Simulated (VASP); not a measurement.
# Au (C2/m) in VASP: notebook

Au is run at these levels: PBEsol; tasks: single point.

Program: VASP 6.6.1. These are calculated values, not measurements. Logs are shortened: lines on timing, memory, paths and dates and some standing lists are left out, and cuts for length are marked.

## Step 1: The cell of the first run

Symmetry: C2/m, No. 12, monoclinic system. Conventional cell: a = 5.002 Å, b = 2.888 Å, c = 5.002 Å, α = 90.00°, β = 109.47°, γ = 90.00°. Au (site symmetry m) has 12 Au at 2.77 to 3.01 Å within 3.7 Å.

## Step 2: Single point, PBEsol (atoms displaced along a vibrational mode)

INCAR reads:

```
SYSTEM = Au
PREC     = Accurate       ! precision mode
ENCUT    = 520            ! plane-wave cutoff, eV
EDIFF    = 1E-6           ! SCF threshold, eV
ISMEAR   = 0              ! smearing method
SIGMA    = 0.15           ! smearing width, eV
LREAL    = .False.        ! projectors in reciprocal space
LASPH    = .True.         ! aspherical terms in the spheres
NELM     = 80             ! most SCF steps
ALGO     = Fast           ! electronic algorithm
ISIF     = 2              ! what is computed and relaxed
LWAVE    = .False.        ! write WAVECAR
LCHARG   = .False.        ! write CHGCAR
GGA      = PS             ! functional
NBANDS   = 18             ! bands
```

KPOINTS reads:

```
Automatic mesh
0
Gamma
  24 24 24
  0 0 0
```

POSCAR reads:

```
Au
1.0
    0.0000000000     -2.0419343851     -2.0419343851
   -2.0419343851      0.0000000000     -2.0419343851
    2.0419343851      2.0419343851     -4.0838687702
Au
2
Direct
    0.5209928736      0.5209928736      0.5000000000
   -0.0209928736     -0.0209928736      0.0000000000
```

Potentials or basis: VASP PAW PBE potentials, release 64 (Au).

Launch:

```bash
> cat potpaw_PBE.64/Au/POTCAR > POTCAR
> mpirun -np 1 vasp_std > vasp.out
```

OUTCAR:

```text
SYSTEM = Au
   PREC = Accurate
   ENCUT = 520
   EDIFF = 1E-6
   ISMEAR = 0
   LREAL = .False.
   LASPH = .True.
   NELM = 80
   ISIF = 2
   GGA = PS

 ion  position               nearest neighbor table
   1  0.521  0.521  0.500-   2 2.77   2 2.83   2 2.83   2 2.96   2 2.96   2 3.01
   2  0.979  0.979  0.000-   1 2.77   1 2.83   1 2.83   1 2.96   1 2.96   1 3.01

  LATTYP: Found a trigonal (rhomboedric) cell.
 ALAT       =     5.0016973317
 COS(alpha) =     0.8333333333

  Lattice vectors:

 A1 = (   2.0419343851,   4.0838687702,  -2.0419343851)
 A2 = (   4.0838687702,   2.0419343851,  -2.0419343851)
 A3 = (   2.0419343851,   2.0419343851,  -4.0838687702)

Analysis of symmetry for initial positions (statically):
=====================================================================
 Subroutine PRICEL returns:
 Original cell was already a primitive cell.

 Routine SETGRP: Setting up the symmetry group for a
 trigonal (rhombohedral) supercell.

 Subroutine GETGRP returns: Found  4 space group operations
 (whereof  2 operations were pure point group operations)
 out of a pool of 12 trial point group operations.

The static configuration has the point symmetry C_1h.
 The point group associated with its full space group is C_2h.

Analysis of symmetry for dynamics (positions and initial velocities):
=====================================================================
 Subroutine PRICEL returns:
 Original cell was already a primitive cell.

 Routine SETGRP: Setting up the symmetry group for a
 trigonal (rhombohedral) supercell.

 Subroutine GETGRP returns: Found  4 space group operations
 (whereof  2 operations were pure point group operations)
 out of a pool of 12 trial point group operations.

The dynamic configuration has the point symmetry C_1h.
 The point group associated with its full space group is C_2h.

 Subroutine INISYM returns: Found  4 space group operations
 (whereof  2 operations are pure point group operations),
 and found     1 'primitive' translations

----------------------------------------------------------------------------------------

                                     Primitive cell

  volume of cell :      34.0553

  direct lattice vectors                    reciprocal lattice vectors
     0.000000000 -2.041934385 -2.041934385     0.122432925 -0.367298776 -0.122432925
    -2.041934385  0.000000000 -2.041934385    -0.367298776  0.122432925 -0.122432925
     2.041934385  2.041934385 -4.083868770     0.122432925  0.122432925 -0.122432925

  length of vectors
     2.887731301  2.887731301  5.001697332     0.406064075  0.406064075  0.212060047

  position of ions in fractional coordinates (direct lattice)
     0.520992874  0.520992874  0.500000000
     0.979007126  0.979007126  0.000000000

  ion indices of the primitive-cell ions
   primitive index   ion index
                 1           1
                 2           2

----------------------------------------------------------------------------------------

 KPOINTS: Automatic mesh

Automatic generation of k-mesh.
 Grid dimensions read from file:
 generate k-points for:   24   24   24

 Generating k-lattice:

  Cartesian coordinates                     Fractional coordinates (reciprocal lattice)
     0.005101372 -0.015304116 -0.005101372     0.041666667  0.000000000  0.000000000
    -0.015304116  0.005101372 -0.005101372     0.000000000  0.041666667  0.000000000
     0.005101372  0.005101372 -0.005101372     0.000000000  0.000000000  0.041666667

  Length of vectors
     0.016919336  0.016919336  0.008835835

  Shift w.r.t. Gamma in fractional coordinates (k-lattice)
     0.000000000  0.000000000  0.000000000

 Subroutine IBZKPT returns following result:
 ===========================================

 Found   3614 irreducible k-points:

 Following reciprocal coordinates:
            Coordinates               Weight
  0.000000  0.000000  0.000000      1.000000
  0.041667  0.000000  0.000000      4.000000
 -0.041667 -0.041667 -0.041667      2.000000
  0.083333  0.000000  0.000000      4.000000
 -0.083333 -0.083333 -0.083333      2.000000
  0.125000  0.000000  0.000000      4.000000
[... 16 lines left out ...]
 -0.458333 -0.458333 -0.458333      2.000000
  0.500000  0.000000  0.000000      2.000000
 [... further k-points ...]
   k-points           NKPTS =   3614   k-points in BZ     NKDIM =   3614   number of bands    NBANDS=     18
   number of dos      NEDOS =    301   number of ions     NIONS =      2
   total plane-waves  NPLWV =  23040
   dimension x,y,z NGX =    24 NGY =   24 NGZ =   40
   dimension x,y,z NGXF=    48 NGYF=   48 NGZF=   80
   ions per type =               2
   NGX,Y,Z   is equivalent  to a cutoff of  13.82, 13.82, 13.30 a.u.
   NGXF,Y,Z  is equivalent  to a cutoff of  27.63, 27.63, 26.59 a.u.
 SYSTEM =  Au
   PREC   = accura    normal or accurate (medium, high low for compatibility)
   ISTART =      0    job   : 0-new  1-cont  2-samecut
   ICHARG =      2    charge: 1-file 2-atom 10-const
   ISPIN  =      1    spin polarized calculation?
   LNONCOLLINEAR =      F non collinear calculations
   LSORBIT =      F    spin-orbit coupling
   LASPH  =      T    aspherical Exc in radial PAW
   ENCUT  =  520.0 eV  38.22 Ry    6.18 a.u.   5.37  5.37  9.30*2*pi/ulx,y,z
   NELM   =     80;   NELMIN=  2; NELMDL= -5     # of ELM steps
   EDIFF  = 0.1E-05   stopping-criterion for ELM
   LREAL  =      F    real-space projection
   EDIFFG = 0.1E-04   stopping-criterion for IOM
   NSW    =      0    number of steps for IOM
   IBRION =     -1    ionic relax: 0-MD 1-quasi-New 2-CG
   NFREE  =      0    steps in history (QN), initial steepest desc. (CG)
   ISIF   =      2    stress and relaxation
   ISYM   =      2    0-nonsym 1-usesym 2-fastsym
   POTIM  = 0.5000    time-step for ionic-motion
   TEBEG  =    0.0;   TEEND  =   0.0 temperature during run
   PSTRESS=    0.0 pullay stress
   NELECT =      22.0000    total number of electrons
   NUPDOWN=      -1.0000    fix difference up-down
   EMIN   =  10.00;   EMAX   =-10.00  energy-range for DOS
   EFERMI =   0.00;   METHOD = LEGACY
   ISMEAR =     0;   SIGMA  =   0.15  broadening in eV -4-tet -1-fermi 0-gaus
   EFERMI_NEDOS =   21; number of points for ismear=-14 and -15
   IALGO  =     68    algorithm
   IMIX   =      4    mixing-type and parameters
     AMIX     =   0.40;   BMIX     =  1.00
     AMIX_MAG =   1.60;   BMIX_MAG =  1.00
  volume/ion in A,a.u.               =      17.03       114.91
  Fermi-wavevector in a.u.,A,eV,Ry     =   1.415209  2.674357 27.249977  2.002817
  Thomas-Fermi vector in A             =   2.536671
   LORBIT       =      0    0 simple, 1 ext, 2 COOP (PROOUT), +10 PAW based schemes
   GGA     = PS    functional components
   LHFCALC =     F    Hartree Fock is set to
   AEXX    =    0.0000 exact exchange contribution
   IVDW    =     0    specifies the selected vdW correction
   LEPSILON=     F    determine dielectric tensor
   LRPA    =     F    only Hartree local field effects (RPA)
 non-spin polarized calculation
 RMM-DIIS sequential band-by-band and
 Gauss-broadening in eV      SIGMA  =   0.15
  energy-cutoff  :      520.00
  volume of cell :       34.06
 maximum number of plane-waves:       944
 NGX is ok and might be reduce to    24
   NGX = 11   NGY = 11   NGZ = 19

 number of electron      22.0000000 magnetization

 Free energy of the ion-electron system (eV)
  ---------------------------------------------------
  ext. energy  EPLUGINS =         0.00000000
  ---------------------------------------------------
  free energy    TOTEN  =        -7.82412770 eV

  energy without entropy =       -7.81794191  energy(sigma->0) =       -7.82103481

 E-fermi :   9.2876     XC(G=0): -12.8876

 val. band max:        9.2875091917   @ k =  -0.1667  -0.3750   0.4583
 cond. band min:       9.2883358089   @ k =  -0.1667   0.2083   0.3750
 fundamental gap:      0.0008266172
 Fermi energy:         9.2875912407

 k-point     1 :       0.0000    0.0000    0.0000
  band No.  band energies     occupation
      1      -0.6370      2.00000
      2       1.9672      2.00000
      3       4.5295      2.00000
      4       4.5786      2.00000
      5       4.6142      2.00000
      6       4.6357      2.00000
[... 10 lines left out ...]
     17      26.6732      0.00000
     18      27.6042      0.00000

 k-point     2 :       0.0417    0.0000    0.0000
  band No.  band energies     occupation
      1      -0.5811      2.00000
      2       2.0126      2.00000
      3       4.5422      2.00000
      4       4.5587      2.00000
      5       4.6149      2.00000
      6       4.6450      2.00000
[... 10 lines left out ...]
     17      26.5455      0.00000
     18      27.6544      0.00000

 k-point     3 :      -0.0417   -0.0417   -0.0417
  band No.  band energies     occupation
      1      -0.5813      2.00000
      2       2.0128      2.00000
      3       4.5316      2.00000
      4       4.5897      2.00000
      5       4.6111      2.00000
      6       4.6561      2.00000
[... 10 lines left out ...]
     17      26.4408      0.00000
     18      27.6736      0.00000

 k-point     4 :       0.0833    0.0000    0.0000
  band No.  band energies     occupation
      1      -0.4152      2.00000
      2       2.1454      2.00000
      3       4.4676      2.00000
      4       4.5323      2.00000
      5       4.6229      2.00000
      6       4.7395      2.00000
[... 375 lines left out ...]
      4       3.8308      2.00000
      5       4.6401      2.00000
      6       4.9386      2.00000
[... 10 lines left out ...]
     17      22.3456      0.00000
     18      22.5580      0.00000

 k-point    23 :      -0.4583   -0.4583   -0.4583
  band No.  band energies     occupation
      1       2.6608      2.00000
      2       2.9182      2.00000
      3       3.5026      2.00000
      4       3.8405      2.00000
      5       4.8868      2.00000
      6       5.2223      2.00000
[... 10 lines left out ...]
     17      22.7000      0.00000
     18      22.9844      0.00000

 k-point    24 :       0.5000    0.0000    0.0000
  band No.  band energies     occupation
      1       2.7549      2.00000
      2       2.8513      2.00000
      3       3.6068      2.00000
      4       3.8233      2.00000
      5       4.7018      2.00000
      6       4.9184      2.00000
[... 10 lines left out ...]
     17      22.3236      0.00000
     18      22.3329      0.00000

 [... further k-points ...]

------------------------ aborting loop because EDIFF is reached ----------------------------------------

  FORCE on cell =-STRESS in cart. coord.  units (eV):
  Direction    XX          YY          ZZ          XY          YZ          ZX
  --------------------------------------------------------------------------------------
  -------------------------------------------------------------------------------------
  Total        0.1272293      0.1272293     -0.0970183      0.1829803     -0.0988853     -0.0988853
  in kB        5.9856646      5.9856646     -4.5643507      8.6085395     -4.6521836     -4.6521841
  external PRESSURE =       2.4689928 kB  Pullay stress =       0.0000000 kB

 VOLUME and BASIS-vectors are now :
 -----------------------------------------------------------------------------
  energy-cutoff  :      520.00
  volume of cell :       34.06
      direct lattice vectors                 reciprocal lattice vectors
     0.000000000 -2.041934385 -2.041934385     0.122432925 -0.367298776 -0.122432925
    -2.041934385  0.000000000 -2.041934385    -0.367298776  0.122432925 -0.122432925
     2.041934385  2.041934385 -4.083868770     0.122432925  0.122432925 -0.122432925

 POSITION                                       TOTAL-FORCE (eV/Angst)
 -----------------------------------------------------------------------------------
     -0.04287     -0.04287     -4.16960         0.119511      0.119511      0.197002
     -1.99907     -1.99907     -3.99814        -0.119511     -0.119511     -0.197002
 -----------------------------------------------------------------------------------
    total drift:                                0.000000      0.000000     -0.000000

  FREE ENERGIE OF THE ION-ELECTRON SYSTEM (eV)
  ---------------------------------------------------
  free  energy   TOTEN  =        -7.8241276993 eV

  energy  without entropy=       -7.8179419120  energy(sigma->0) =       -7.82103481
```

It took 51 min on 1 thread of Oxide Virtual Turin-like, shared host; peak memory 1.7 GiB.

What came out:

```yaml
Free_energy: -7.8241 eV
Pressure: 0.2 GPa
Largest_force: 0.260 eV/Å
Band_gap_on_the_k_mesh: zero (bands 11 and 12 overlap by 5.60 eV)
```

Forces on the atoms (eV/Å):
```
Au   0.120  0.120  0.197
Au  -0.120 -0.120 -0.197
```

Stress tensor (GPa, compression positive):
```
 0.60  0.86 -0.47
 0.86  0.60 -0.47
-0.47 -0.47 -0.46
```

Caveat: the cell differs from its parent crystal (atoms displaced along a vibrational mode); the PAW data sets were made with another functional, which shifts forces and pressure a little; spin-orbit coupling is left out, which moves the levels of the heavy elements.

(Continued in part 2 of 2.)
